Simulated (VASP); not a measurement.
# MgZn4O (P4mm) in VASP: single point with PBE

Aim: the single point of MgZn4O with PBE.

Program: VASP 6.6.1. These are calculated values, not measurements. Logs are shortened: lines on timing, memory, paths and dates and some standing lists are left out, and cuts for length are marked.

### 1 The cell of the first run

The typed cell holds 6 atoms: a = 5.479 Å, b = 5.479 Å, c = 4.180 Å, α = 90.00°, β = 90.00°, γ = 90.00°.

The cell was generated, and may not be a known phase.

### 2 Single point, PBE

Input file INCAR:

```
SYSTEM = MgZn4O
ALGO = Normal ; EDIFF = 1E-6
ENCUT = 840 ; GGA = PE
GGA_COMPAT = .FALSE. ; ISIF = 2
ISMEAR = 0 ; LASPH = .TRUE.
LCHARG = .FALSE. ; LREAL = .FALSE.
LWAVE = .FALSE. ; NBANDS = 41
NELM = 120 ; PREC = Accurate
SIGMA = 0.2
```

Input file KPOINTS:

```
k-points
0
G
  4 4 3
  0 0 0
```

Input file POSCAR:

```
MgZn4O
1.0
    5.4791517747      0.0000000000      0.0000000000
    0.0000000000      5.4791517747      0.0000000000
    0.0000000000      0.0000000000      4.1801575515
Mg Zn O
1 4 1
Direct
    0.0000000000      0.0000000000      0.6007349509
    0.7597464912      0.7597464912      0.1011558878
    0.2402535088      0.2402535088      0.1011558878
    0.2402535088      0.7597464912      0.1011558878
    0.7597464912      0.2402535088      0.1011558878
    0.5000000000      0.5000000000      0.1018455780
```

Potentials or basis: VASP PAW PBE potentials, release 64 (Mg_sv, Zn, O).

The run is started by

```sh
$ cat potpaw_PBE.64/Mg_sv/POTCAR potpaw_PBE.64/Zn/POTCAR potpaw_PBE.64/O/POTCAR > POTCAR
$ mpirun -np 1 vasp_std > vasp.out
```

OUTCAR:

```text
SYSTEM = MgZn4O
   EDIFF = 1E-6
   ENCUT = 840
   GGA = PE
   ISIF = 2
   ISMEAR = 0
   LASPH = .TRUE.
   LREAL = .FALSE.
   NELM = 120
   PREC = Accurate

 ion  position               nearest neighbor table
   1  0.000  0.000  0.601-
   2  0.760  0.760  0.101-   6 2.01   5 2.63   4 2.63   5 2.85   4 2.85
   3  0.240  0.240  0.101-   6 2.01   5 2.63   4 2.63   4 2.85   5 2.85
   4  0.240  0.760  0.101-   6 2.01   3 2.63   2 2.63   2 2.85   3 2.85
   5  0.760  0.240  0.101-   6 2.01   3 2.63   2 2.63   2 2.85   3 2.85
   6  0.500  0.500  0.102-   2 2.01   3 2.01   4 2.01   5 2.01

  LATTYP: Found a simple tetragonal cell.
 ALAT       =     5.4791517747
 C/A-ratio  =     0.7629205620

  Lattice vectors:

 A1 = (   5.4791517747,   0.0000000000,   0.0000000000)
 A2 = (   0.0000000000,   5.4791517747,   0.0000000000)
 A3 = (   0.0000000000,   0.0000000000,   4.1801575515)

Analysis of symmetry for initial positions (statically):
=====================================================================
 Subroutine PRICEL returns:
 Original cell was already a primitive cell.

 Routine SETGRP: Setting up the symmetry group for a
 simple tetragonal supercell.

 Subroutine GETGRP returns: Found  8 space group operations
 (whereof  8 operations were pure point group operations)
 out of a pool of 16 trial point group operations.

The static configuration has the point symmetry C_4v.

Analysis of symmetry for dynamics (positions and initial velocities):
=====================================================================
 Subroutine PRICEL returns:
 Original cell was already a primitive cell.

 Routine SETGRP: Setting up the symmetry group for a
 simple tetragonal supercell.

 Subroutine GETGRP returns: Found  8 space group operations
 (whereof  8 operations were pure point group operations)
 out of a pool of 16 trial point group operations.

The dynamic configuration has the point symmetry C_4v.

 Subroutine INISYM returns: Found  8 space group operations
 (whereof  8 operations are pure point group operations),
 and found     1 'primitive' translations

----------------------------------------------------------------------------------------

                                     Primitive cell

  volume of cell :     125.4929

  direct lattice vectors                    reciprocal lattice vectors
     5.479151775  0.000000000  0.000000000     0.182510002  0.000000000  0.000000000
     0.000000000  5.479151775  0.000000000     0.000000000  0.182510002  0.000000000
     0.000000000  0.000000000  4.180157551     0.000000000  0.000000000  0.239225433

  length of vectors
     5.479151775  5.479151775  4.180157551     0.182510002  0.182510002  0.239225433

  position of ions in fractional coordinates (direct lattice)
     0.000000000  0.000000000  0.600734951
     0.759746491  0.759746491  0.101155888
     0.240253509  0.240253509  0.101155888
     0.240253509  0.759746491  0.101155888
     0.759746491  0.240253509  0.101155888
     0.500000000  0.500000000  0.101845578

  ion indices of the primitive-cell ions
   primitive index   ion index
                 1           1
                 2           2
                 3           3
                 4           4
                 5           5
                 6           6

----------------------------------------------------------------------------------------

 KPOINTS: k-points

Automatic generation of k-mesh.
 Grid dimensions read from file:
 generate k-points for:    4    4    3

 Generating k-lattice:

  Cartesian coordinates                     Fractional coordinates (reciprocal lattice)
     0.045627500  0.000000000  0.000000000     0.250000000  0.000000000  0.000000000
     0.000000000  0.045627500  0.000000000     0.000000000  0.250000000  0.000000000
     0.000000000  0.000000000  0.079741811     0.000000000  0.000000000  0.333333333

  Length of vectors
     0.045627500  0.045627500  0.079741811

  Shift w.r.t. Gamma in fractional coordinates (k-lattice)
     0.000000000  0.000000000  0.000000000

 Subroutine IBZKPT returns following result:
 ===========================================

 Found     12 irreducible k-points:

 Following reciprocal coordinates:
            Coordinates               Weight
  0.000000  0.000000  0.000000      1.000000
  0.250000  0.000000  0.000000      4.000000
  0.500000  0.000000  0.000000      2.000000
  0.250000  0.250000  0.000000      4.000000
  0.500000  0.250000  0.000000      4.000000
  0.500000  0.500000  0.000000      1.000000
  0.000000  0.000000  0.333333      2.000000
  0.250000  0.000000  0.333333      8.000000
  0.500000  0.000000  0.333333      4.000000
  0.250000  0.250000  0.333333      8.000000
  0.500000  0.250000  0.333333      8.000000
  0.500000  0.500000  0.333333      2.000000
   k-points           NKPTS =     12   k-points in BZ     NKDIM =     12   number of bands    NBANDS=     41
   number of dos      NEDOS =    301   number of ions     NIONS =      6
   total plane-waves  NPLWV = 116640
   dimension x,y,z NGX =    54 NGY =   54 NGZ =   40
   dimension x,y,z NGXF=   108 NGYF=  108 NGZF=   80
   ions per type =               1   4   1
   NGX,Y,Z   is equivalent  to a cutoff of  16.38, 16.38, 15.91 a.u.
   NGXF,Y,Z  is equivalent  to a cutoff of  32.77, 32.77, 31.82 a.u.
 SYSTEM =  MgZn4O
   PREC   = accura    normal or accurate (medium, high low for compatibility)
   ISTART =      0    job   : 0-new  1-cont  2-samecut
   ICHARG =      2    charge: 1-file 2-atom 10-const
   ISPIN  =      1    spin polarized calculation?
   LNONCOLLINEAR =      F non collinear calculations
   LSORBIT =      F    spin-orbit coupling
   LASPH  =      T    aspherical Exc in radial PAW
   ENCUT  =  840.0 eV  61.74 Ry    7.86 a.u.  12.95 12.95  9.88*2*pi/ulx,y,z
   NELM   =    120;   NELMIN=  2; NELMDL= -5     # of ELM steps
   EDIFF  = 0.1E-05   stopping-criterion for ELM
   LREAL  =      F    real-space projection
[... 7 lines left out ...]
   TEBEG  =    0.0;   TEEND  =   0.0 temperature during run
   PSTRESS=    0.0 pullay stress
   NELECT =      64.0000    total number of electrons
   NUPDOWN=      -1.0000    fix difference up-down
   EMIN   =  10.00;   EMAX   =-10.00  energy-range for DOS
   EFERMI =   0.00;   METHOD = LEGACY
   ISMEAR =     0;   SIGMA  =   0.20  broadening in eV -4-tet -1-fermi 0-gaus
   EFERMI_NEDOS =   21; number of points for ismear=-14 and -15
   IALGO  =     38    algorithm
   IMIX   =      4    mixing-type and parameters
     AMIX     =   0.40;   BMIX     =  1.00
     AMIX_MAG =   1.60;   BMIX_MAG =  1.00
  volume/ion in A,a.u.               =      20.92       141.14
  Fermi-wavevector in a.u.,A,eV,Ry     =   1.307962  2.471689 23.276357  1.710764
  Thomas-Fermi vector in A             =   2.438661
   LORBIT       =      0    0 simple, 1 ext, 2 COOP (PROOUT), +10 PAW based schemes
   GGA     = PE    functional components
   LHFCALC =     F    Hartree Fock is set to
   AEXX    =    0.0000 exact exchange contribution
   IVDW    =     0    specifies the selected vdW correction
   LEPSILON=     F    determine dielectric tensor
   LRPA    =     F    only Hartree local field effects (RPA)
 non-spin polarized calculation
 Gauss-broadening in eV      SIGMA  =   0.20
  energy-cutoff  :      840.00
  volume of cell :      125.49
 maximum number of plane-waves:      6964
 NGX is ok and might be reduce to    54
   NGX = 25   NGY = 25   NGZ = 19

 number of electron      64.0000005 magnetization

 Free energy of the ion-electron system (eV)
  ---------------------------------------------------
  ext. energy  EPLUGINS =         0.00000000
  ---------------------------------------------------
  free energy    TOTEN  =       -12.04180524 eV

  energy without entropy =      -12.01317596  energy(sigma->0) =      -12.02749060

 E-fermi :   1.4275     XC(G=0):  -9.0169

 val. band max:        1.3773359211   @ k =   0.2500   0.0000   0.3333
 cond. band min:       1.6186327411   @ k =   0.5000   0.2500   0.0000
 fundamental gap:      0.2412968200
 Fermi energy:         1.4274879367

 k-point     1 :       0.0000    0.0000    0.0000
  band No.  band energies     occupation
      1     -74.8782      2.00000
      2     -41.6469      2.00000
      3     -41.6469      2.00000
      4     -41.6260      2.00000
      5     -18.0234      2.00000
      6      -7.1219      2.00000
[... 33 lines left out ...]
     40       6.1647      0.00000
     41       8.9346      0.00000

 k-point     2 :       0.2500    0.0000    0.0000
  band No.  band energies     occupation
      1     -74.8783      2.00000
      2     -41.6469      2.00000
      3     -41.6469      2.00000
      4     -41.6260      2.00000
      5     -18.0205      2.00000
      6      -7.2899      2.00000
[... 33 lines left out ...]
     40       7.3314      0.00000
     41       7.6756      0.00000

 k-point     3 :       0.5000    0.0000    0.0000
  band No.  band energies     occupation
      1     -74.8783      2.00000
      2     -41.6470      2.00000
      3     -41.6469      2.00000
      4     -41.6260      2.00000
      5     -18.0175      2.00000
      6      -7.4169      2.00000
[... 33 lines left out ...]
     40       6.8995      0.00000
     41       6.9229      0.00000

 k-point     4 :       0.2500    0.2500    0.0000
  band No.  band energies     occupation
      1     -74.8783      2.00000
      2     -41.6470      2.00000
      3     -41.6470      2.00000
      4     -41.6260      2.00000
      5     -18.0178      2.00000
      6      -7.1934      2.00000
[... 33 lines left out ...]
     40       6.7517      0.00000
     41       7.9066      0.00000

 k-point     5 :       0.5000    0.2500    0.0000
  band No.  band energies     occupation
      1     -74.8783      2.00000
      2     -41.6470      2.00000
      3     -41.6469      2.00000
      4     -41.6260      2.00000
      5     -18.0152      2.00000
      6      -7.2068      2.00000
[... 33 lines left out ...]
     40       7.0162      0.00000
     41       7.1335      0.00000

 k-point     6 :       0.5000    0.5000    0.0000
  band No.  band energies     occupation
      1     -74.8782      2.00000
      2     -41.6469      2.00000
      3     -41.6469      2.00000
      4     -41.6260      2.00000
      5     -18.0129      2.00000
      6      -6.8663      2.00000
[... 33 lines left out ...]
     40       6.5638      0.00000
     41       7.0028      0.00000

 k-point     7 :       0.0000    0.0000    0.3333
  band No.  band energies     occupation
      1     -74.8783      2.00000
      2     -41.6469      2.00000
      3     -41.6469      2.00000
      4     -41.6265      2.00000
      5     -18.0110      2.00000
      6      -7.1119      2.00000
[... 33 lines left out ...]
     40       6.8588      0.00000
     41       6.8588      0.00000

 k-point     8 :       0.2500    0.0000    0.3333
  band No.  band energies     occupation
      1     -74.8783      2.00000
      2     -41.6469      2.00000
      3     -41.6469      2.00000
      4     -41.6265      2.00000
      5     -18.0082      2.00000
      6      -7.2414      2.00000
[... 33 lines left out ...]
     40       6.3906      0.00000
     41       7.7465      0.00000

 k-point     9 :       0.5000    0.0000    0.3333
  band No.  band energies     occupation
      1     -74.8783      2.00000
      2     -41.6469      2.00000
      3     -41.6469      2.00000
      4     -41.6265      2.00000
      5     -18.0054      2.00000
      6      -7.3482      2.00000
[... 33 lines left out ...]
     40       7.1851      0.00000
     41       7.6355      0.00000

 k-point    10 :       0.2500    0.2500    0.3333
  band No.  band energies     occupation
      1     -74.8783      2.00000
      2     -41.6469      2.00000
      3     -41.6469      2.00000
      4     -41.6265      2.00000
      5     -18.0058      2.00000
      6      -7.1428      2.00000
[... 33 lines left out ...]
     40       7.6317      0.00000
     41       7.7146      0.00000

 k-point    11 :       0.5000    0.2500    0.3333
  band No.  band energies     occupation
      1     -74.8783      2.00000
      2     -41.6469      2.00000
      3     -41.6469      2.00000
      4     -41.6265      2.00000
      5     -18.0033      2.00000
      6      -7.1577      2.00000
[... 33 lines left out ...]
     40       7.8390      0.00000
     41       8.0901      0.00000

 k-point    12 :       0.5000    0.5000    0.3333
  band No.  band energies     occupation
      1     -74.8784      2.00000
      2     -41.6469      2.00000
      3     -41.6469      2.00000
      4     -41.6265      2.00000
      5     -18.0011      2.00000
      6      -6.8576      2.00000
[... 33 lines left out ...]
     40       7.6855      0.00000
     41       7.6855      0.00000

------------------------ aborting loop because EDIFF is reached ----------------------------------------

  FORCE on cell =-STRESS in cart. coord.  units (eV):
  Direction    XX          YY          ZZ          XY          YZ          ZX
  --------------------------------------------------------------------------------------
  -------------------------------------------------------------------------------------
  Total        0.3138549      0.3138549     -0.1390093      0.0000000      0.0000000      0.0000000
  in kB        4.0070073      4.0070073     -1.7747414      0.0000000      0.0000000      0.0000000
  external PRESSURE =       2.0797577 kB  Pullay stress =       0.0000000 kB

 VOLUME and BASIS-vectors are now :
 -----------------------------------------------------------------------------
  energy-cutoff  :      840.00
  volume of cell :      125.49
      direct lattice vectors                 reciprocal lattice vectors
     5.479151775  0.000000000  0.000000000     0.182510002  0.000000000  0.000000000
     0.000000000  5.479151775  0.000000000     0.000000000  0.182510002  0.000000000
     0.000000000  0.000000000  4.180157551     0.000000000  0.000000000  0.239225433

 POSITION                                       TOTAL-FORCE (eV/Angst)
 -----------------------------------------------------------------------------------
      0.00000      0.00000      2.51117        -0.000000      0.000000      0.010349
      4.16277      4.16277      0.42285         0.048644      0.048644     -0.001937
      1.31639      1.31639      0.42285        -0.048644     -0.048644     -0.001937
      1.31639      4.16277      0.42285        -0.048644      0.048644     -0.001937
      4.16277      1.31639      0.42285         0.048644     -0.048644     -0.001937
      2.73958      2.73958      0.42573         0.000000      0.000000     -0.002602
 -----------------------------------------------------------------------------------
    total drift:                                0.000000     -0.000000     -0.001822

  FREE ENERGIE OF THE ION-ELECTRON SYSTEM (eV)
  ---------------------------------------------------
  free  energy   TOTEN  =       -12.0418052395 eV

  energy  without entropy=      -12.0131759637  energy(sigma->0) =      -12.02749060
```

Wall time 85 s (1 thread of Intel Xeon Platinum 8488C (Sapphire Rapids), shared host); peak memory 0.39 GiB.

Results:

```yaml
Free_energy: -12.0418 eV
Pressure: 0.2 GPa
Largest_force: 0.069 eV/Å
Band_gap_on_the_k_mesh: zero (bands 32 and 33 overlap by 1.90 eV)
```

Forces in eV/Å, atoms in the order of the input:
```
Mg   0.000  0.000  0.010
Zn   0.049  0.049 -0.002
Zn  -0.049 -0.049 -0.002
Zn  -0.049  0.049 -0.002
Zn   0.049 -0.049 -0.002
O    0.000  0.000 -0.003
```

Stress tensor (GPa, compression positive):
```
 0.40  0.00  0.00
 0.00  0.40  0.00
 0.00  0.00 -0.18
```

Caveat: the k points lie up to 0.50 Å⁻¹ apart, too coarse for converged energies and pressures of a metal.

The gap in the log of VASP goes by the Fermi energy; the results here count the filled bands.